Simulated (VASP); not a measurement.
# HfB2 (P6/mmm) in VASP: further runs

Runs on HfB2. Level: PBEsol. Tasks: single point, relaxation of cell and atoms.

All numbers are computed with VASP 6.6.1; they aren't measurements. Logs are shortened: lines on timing, memory, paths and dates and some standing lists are left out, and cuts for length are marked.

### 1 The cell of the first run

The structure is hexagonal, space group P6/mmm (No. 191). The conventional cell has a = 3.128 Å, b = 3.128 Å, c = 3.446 Å, α = 90.00°, β = 90.00°, γ = 120.00°. Hf (site symmetry 6/mmm) has 12 B at 2.50 Å and 6 Hf at 3.13 Å within 3.3 Å. Within 2.4 Å of B (site symmetry -6m2) lie 3 B at 1.81 Å.

### 2 Single point, PBEsol

File INCAR:

```
SYSTEM = HfB2
PREC     = Accurate       ! precision mode
ENCUT    = 520            ! plane-wave cutoff, eV
EDIFF    = 1E-7           ! SCF threshold, eV
ISMEAR   = -1             ! smearing method
SIGMA    = 0.08           ! smearing width, eV
LREAL    = .FALSE.        ! projectors in reciprocal space
LASPH    = .TRUE.         ! aspherical terms in the spheres
NELM     = 100            ! most SCF steps
ALGO     = Normal         ! electronic algorithm
ISIF     = 2              ! what is computed and relaxed
LWAVE    = .FALSE.        ! write WAVECAR
LCHARG   = .TRUE.         ! write CHGCAR
GGA      = PS             ! functional
LELF     = .TRUE.         ! ELF
LVHAR    = .TRUE.       
NBANDS   = 15             ! bands
```

File KPOINTS:

```
Automatic mesh
0
G
  16 16 12
  0 0 0
```

File POSCAR:

```
HfB2
1.0
    3.1278077826      0.0000000000      0.0000000000
   -1.5639038913      2.7087609979      0.0000000000
    0.0000000000      0.0000000000      3.4462501325
Hf B
1 2
Direct
    0.0000000000      0.0000000000      0.0000000000
    0.3333333333      0.6666666667      0.5000000000
    0.6666666667      0.3333333333      0.5000000000
```

Potentials or basis: VASP PAW PBE potentials, release 64 (Hf_pv, B).

The run is started by

```
$ cat potpaw_PBE.64/Hf_pv/POTCAR potpaw_PBE.64/B/POTCAR > POTCAR
$ mpirun -np 1 vasp_std > vasp.out
```

OUTCAR:

```text
SYSTEM = HfB2
   PREC = Accurate
   ENCUT = 520
   EDIFF = 1E-7
   ISMEAR = -1
   LREAL = .FALSE.
   LASPH = .TRUE.
   NELM = 100
   ISIF = 2
   GGA = PS

 ion  position               nearest neighbor table
   1  0.000  0.000  0.000-   2 2.50   3 2.50   2 2.50   3 2.50   3 2.50   3 2.50   2 2.50   2 2.50
                             3 2.50   3 2.50   2 2.50   2 2.50
   2  0.333  0.667  0.500-   3 1.81   3 1.81   3 1.81   1 2.50   1 2.50   1 2.50   1 2.50   1 2.50
                             1 2.50
   3  0.667  0.333  0.500-   2 1.81   2 1.81   2 1.81   1 2.50   1 2.50   1 2.50   1 2.50   1 2.50
                             1 2.50

  LATTYP: Found a hexagonal cell.
 ALAT       =     3.1278077826
 C/A-ratio  =     1.1018100766

  Lattice vectors:

 A1 = (   3.1278077826,   0.0000000000,   0.0000000000)
 A2 = (  -1.5639038913,   2.7087609979,   0.0000000000)
 A3 = (   0.0000000000,   0.0000000000,   3.4462501325)

Analysis of symmetry for initial positions (statically):
=====================================================================
 Subroutine PRICEL returns:
 Original cell was already a primitive cell.

 Routine SETGRP: Setting up the symmetry group for a
 hexagonal supercell.

 Subroutine GETGRP returns: Found 24 space group operations
 (whereof 24 operations were pure point group operations)
 out of a pool of 24 trial point group operations.

The static configuration has the point symmetry D_6h.

Analysis of symmetry for dynamics (positions and initial velocities):
=====================================================================
 Subroutine PRICEL returns:
 Original cell was already a primitive cell.

 Routine SETGRP: Setting up the symmetry group for a
 hexagonal supercell.

 Subroutine GETGRP returns: Found 24 space group operations
 (whereof 24 operations were pure point group operations)
 out of a pool of 24 trial point group operations.

The dynamic configuration has the point symmetry D_6h.

 Subroutine INISYM returns: Found 24 space group operations
 (whereof 24 operations are pure point group operations),
 and found     1 'primitive' translations

----------------------------------------------------------------------------------------

                                     Primitive cell

  volume of cell :      29.1983

  direct lattice vectors                    reciprocal lattice vectors
     3.127807783  0.000000000  0.000000000     0.319712741  0.184586237  0.000000000
    -1.563903891  2.708760998  0.000000000     0.000000000  0.369172474  0.000000000
     0.000000000  0.000000000  3.446250132     0.000000000  0.000000000  0.290170464

  length of vectors
     3.127807783  3.127807783  3.446250132     0.369172474  0.369172474  0.290170464

  position of ions in fractional coordinates (direct lattice)
     0.000000000  0.000000000  0.000000000
     0.333333333  0.666666667  0.500000000
     0.666666667  0.333333333  0.500000000

  ion indices of the primitive-cell ions
   primitive index   ion index
                 1           1
                 2           2
                 3           3

----------------------------------------------------------------------------------------

 KPOINTS: Automatic mesh

Automatic generation of k-mesh.
 Grid dimensions read from file:
 generate k-points for:   16   16   12

 Generating k-lattice:

  Cartesian coordinates                     Fractional coordinates (reciprocal lattice)
     0.019982046  0.011536640  0.000000000     0.062500000 -0.000000000  0.000000000
     0.000000000  0.023073280  0.000000000     0.000000000  0.062500000  0.000000000
     0.000000000  0.000000000  0.024180872     0.000000000  0.000000000  0.083333333

  Length of vectors
     0.023073280  0.023073280  0.024180872

  Shift w.r.t. Gamma in fractional coordinates (k-lattice)
     0.000000000  0.000000000  0.000000000

 Subroutine IBZKPT returns following result:
 ===========================================

 Found    210 irreducible k-points:

 Following reciprocal coordinates:
            Coordinates               Weight
  0.000000  0.000000  0.000000      1.000000
  0.062500  0.000000  0.000000      6.000000
  0.125000  0.000000  0.000000      6.000000
  0.187500  0.000000  0.000000      6.000000
  0.250000  0.000000  0.000000      6.000000
  0.312500  0.000000  0.000000      6.000000
[... 16 lines left out ...]
  0.187500  0.187500  0.000000      6.000000
  0.250000  0.187500  0.000000     12.000000
 [... further k-points ...]
   k-points           NKPTS =    210   k-points in BZ     NKDIM =    210   number of bands    NBANDS=     15
   number of dos      NEDOS =    301   number of ions     NIONS =      3
   total plane-waves  NPLWV =  16128
   dimension x,y,z NGX =    24 NGY =   24 NGZ =   28
   dimension x,y,z NGXF=    48 NGYF=   48 NGZF=   56
   ions per type =               1   2
   NGX,Y,Z   is equivalent  to a cutoff of  12.76, 12.76, 13.51 a.u.
   NGXF,Y,Z  is equivalent  to a cutoff of  25.51, 25.51, 27.01 a.u.
 SYSTEM =  HfB2
   PREC   = accura    normal or accurate (medium, high low for compatibility)
   ISTART =      0    job   : 0-new  1-cont  2-samecut
   ICHARG =      2    charge: 1-file 2-atom 10-const
   ISPIN  =      1    spin polarized calculation?
   LNONCOLLINEAR =      F non collinear calculations
   LSORBIT =      F    spin-orbit coupling
   LASPH  =      T    aspherical Exc in radial PAW
   ENCUT  =  520.0 eV  38.22 Ry    6.18 a.u.   5.82  5.82  6.41*2*pi/ulx,y,z
   NELM   =    100;   NELMIN=  2; NELMDL= -5     # of ELM steps
   EDIFF  = 0.1E-06   stopping-criterion for ELM
   LREAL  =      F    real-space projection
   EDIFFG = 0.1E-05   stopping-criterion for IOM
   NSW    =      0    number of steps for IOM
   IBRION =     -1    ionic relax: 0-MD 1-quasi-New 2-CG
   NFREE  =      0    steps in history (QN), initial steepest desc. (CG)
   ISIF   =      2    stress and relaxation
   ISYM   =      2    0-nonsym 1-usesym 2-fastsym
   POTIM  = 0.5000    time-step for ionic-motion
   TEBEG  =    0.0;   TEEND  =   0.0 temperature during run
   PSTRESS=    0.0 pullay stress
   NELECT =      16.0000    total number of electrons
   NUPDOWN=      -1.0000    fix difference up-down
   EMIN   =  10.00;   EMAX   =-10.00  energy-range for DOS
   EFERMI =   0.00;   METHOD = LEGACY
   ISMEAR =    -1;   SIGMA  =   0.08  broadening in eV -4-tet -1-fermi 0-gaus
   EFERMI_NEDOS =   21; number of points for ismear=-14 and -15
   IALGO  =     38    algorithm
   IMIX   =      4    mixing-type and parameters
     AMIX     =   0.40;   BMIX     =  1.00
     AMIX_MAG =   1.60;   BMIX_MAG =  1.00
  volume/ion in A,a.u.               =       9.73        65.68
  Fermi-wavevector in a.u.,A,eV,Ry     =   1.339663  2.531596 24.418344  1.794698
  Thomas-Fermi vector in A             =   2.468037
   LORBIT       =      0    0 simple, 1 ext, 2 COOP (PROOUT), +10 PAW based schemes
   GGA     = PS    functional components
   LHFCALC =     F    Hartree Fock is set to
   AEXX    =    0.0000 exact exchange contribution
   IVDW    =     0    specifies the selected vdW correction
   LEPSILON=     F    determine dielectric tensor
   LRPA    =     F    only Hartree local field effects (RPA)
 non-spin polarized calculation
  energy-cutoff  :      520.00
  volume of cell :       29.20
 maximum number of plane-waves:       800
 NGX is ok and might be reduce to    24
   NGX = 11   NGY = 11   NGZ = 13

 number of electron      15.9999999 magnetization

 Free energy of the ion-electron system (eV)
  ---------------------------------------------------
  ext. energy  EPLUGINS =         0.00000000
  ---------------------------------------------------
  free energy    TOTEN  =       -27.86854030 eV

  energy without entropy =      -27.86323521  energy(sigma->0) =      -27.86588776

 E-fermi :   7.7188     XC(G=0): -12.7644

 val. band max:        7.6617080698   @ k =   0.1250   0.1250   0.2500
 cond. band min:       7.7193582674   @ k =   0.0625   0.0625   0.5000
 fundamental gap:      0.0576501976
 Fermi energy:         7.7187576311

 k-point     1 :       0.0000    0.0000    0.0000
  band No.  band energies     occupation
      1     -22.8199      2.00000
      2     -22.3005      2.00000
      3     -22.3005      2.00000
      4      -6.1308      2.00000
      5       4.6321      2.00000
      6       4.7224      2.00000
      7       4.7224      2.00000
      8       4.9975      2.00000
      9      11.7678      0.00000
     10      11.7678      0.00000
     11      12.5015      0.00000
     12      12.5015      0.00000
     13      12.7203      0.00000
     14      12.7203      0.00000
     15      12.7934      0.00000

 k-point     2 :       0.0625    0.0000    0.0000
  band No.  band energies     occupation
      1     -22.8146      2.00000
      2     -22.3335      2.00000
      3     -22.3078      2.00000
      4      -6.0442      2.00000
      5       4.4783      2.00000
      6       4.7188      2.00000
      7       4.7214      2.00000
      8       4.9161      2.00000
      9      11.6416      0.00000
     10      11.7064      0.00000
     11      11.8882      0.00000
     12      11.9180      0.00000
     13      13.0672      0.00000
     14      13.4330      0.00000
     15      13.5498      0.00000

 k-point     3 :       0.1250    0.0000    0.0000
  band No.  band energies     occupation
      1     -22.7994      2.00000
      2     -22.4262      2.00000
      3     -22.3283      2.00000
      4      -5.7903      2.00000
      5       3.8466      2.00000
      6       4.7018      2.00000
      7       4.7082      2.00000
      8       4.9495      2.00000
      9      10.7018      0.00000
     10      11.5245      0.00000
     11      11.5380      0.00000
     12      12.1172      0.00000
     13      13.6075      0.00000
     14      14.2148      0.00000
     15      14.6836      0.00000

 k-point     4 :       0.1875    0.0000    0.0000
  band No.  band energies     occupation
      1     -22.7766      2.00000
      2     -22.5620      2.00000
      3     -22.3590      2.00000
      4      -5.3848      2.00000
      5       3.0033      2.00000
      6       4.4199      2.00000
      7       4.6624      2.00000
      8       5.2247      2.00000
      9      10.0133      0.00000
     10      11.3017      0.00000
     11      11.4464      0.00000
     12      12.0452      0.00000
     13      13.8516      0.00000
     14      14.8487      0.00000
     15      15.4080      0.00000
[... 307 lines left out ...]
 k-point    22 :       0.4375    0.1250    0.0000
  band No.  band energies     occupation
      1     -23.0674      2.00000
      2     -22.6731      2.00000
      3     -22.5650      2.00000
      4      -1.8883      2.00000
      5      -1.2182      2.00000
      6       2.6772      2.00000
      7       3.7543      2.00000
      8       6.2773      2.00000
      9       7.7975      0.54389
     10      11.7105      0.00000
     11      12.9526      0.00000
     12      13.0557      0.00000
     13      15.7475      0.00000
     14      16.3064      0.00000
     15      18.7858      0.00000

 k-point    23 :       0.1875    0.1875    0.0000
  band No.  band energies     occupation
      1     -22.8456      2.00000
      2     -22.7161      2.00000
      3     -22.5012      2.00000
      4      -4.0472      2.00000
      5       1.4470      2.00000
      6       2.9673      2.00000
      7       3.9921      2.00000
      8       6.7112      1.99999
      9       8.6814      0.00001
     10       9.1029      0.00000
     11      12.8275      0.00000
     12      14.4785      0.00000
     13      14.8664      0.00000
     14      14.9256      0.00000
     15      17.1741      0.00000

 k-point    24 :       0.2500    0.1875    0.0000
  band No.  band energies     occupation
      1     -22.9279      2.00000
      2     -22.6947      2.00000
      3     -22.5652      2.00000
      4      -3.3685      2.00000
      5       0.7917      2.00000
      6       2.3489      2.00000
      7       3.9575      2.00000
      8       7.1948      1.99714
      9       7.8463      0.33742
     10       9.1009      0.00000
     11      13.8359      0.00000
     12      14.5890      0.00000
     13      14.8047      0.00000
     14      15.9774      0.00000
     15      17.8427      0.00000

 [... further k-points ...]
[... 5 lines left out ...]
  --------------------------------------------------------------------------------------
  -------------------------------------------------------------------------------------
  Total       -0.0345744     -0.0345744      0.0275389      0.0000000     -0.0000000      0.0000000
  in kB       -1.8971781     -1.8971781      1.5111213      0.0000000     -0.0000000      0.0000000
  external PRESSURE =      -0.7610783 kB  Pullay stress =       0.0000000 kB

 VOLUME and BASIS-vectors are now :
 -----------------------------------------------------------------------------
  energy-cutoff  :      520.00
  volume of cell :       29.20
      direct lattice vectors                 reciprocal lattice vectors
     3.127807783  0.000000000  0.000000000     0.319712741  0.184586237  0.000000000
    -1.563903891  2.708760998  0.000000000     0.000000000  0.369172474  0.000000000
     0.000000000  0.000000000  3.446250132     0.000000000  0.000000000  0.290170464

 POSITION                                       TOTAL-FORCE (eV/Angst)
 -----------------------------------------------------------------------------------
      0.00000      0.00000      0.00000         0.000000     -0.000000     -0.000000
     -0.00000      1.80584      1.72313        -0.000000      0.000000     -0.000000
      1.56390      0.90292      1.72313         0.000000      0.000000      0.000000
 -----------------------------------------------------------------------------------
    total drift:                               -0.000000      0.000000      0.000000

  FREE ENERGIE OF THE ION-ELECTRON SYSTEM (eV)
  ---------------------------------------------------
  free  energy   TOTEN  =       -27.8685403006 eV

  energy  without entropy=      -27.8632352108  energy(sigma->0) =      -27.86588776
```

Run time: 1.7 min. Hardware: 1 thread of Intel Xeon 8259CL, shared host; peak memory 0.22 GiB.

Results:

```
Free energy            : -27.8685 eV
Pressure               : -0.1 GPa
Band gap on the k mesh : zero (bands 8 and 9 overlap by 1.18 eV)
```

Levels at points of the mesh, in eV from the Fermi level:
| k point | band 6 | band 7 | band 8 | band 9 | band 10 | band 11 |
| --- | --- | --- | --- | --- | --- | --- |
| (0.00, 0.00, 0.00) | -3.00 | -3.00 | -2.72 | 4.05 | 4.05 | 4.78 |
| (0.50, 0.00, 0.00) | -4.18 | -3.47 | -2.98 | 2.17 | 2.73 | 5.70 |
| (0.00, 0.00, 0.50) | -1.22 | -1.22 | 0.21 | 0.21 | 0.96 | 0.96 |
| (0.50, 0.00, 0.50) | -5.08 | -4.81 | -2.65 | 4.07 | 4.28 | 6.33 |

Caveat: the PAW data sets were made with another functional, which shifts forces and pressure a little; spin-orbit coupling is left out, which moves the levels of the heavy elements.

[end of part 1 of 2]

The gap in the log of VASP goes by the Fermi energy; the results here count the filled bands.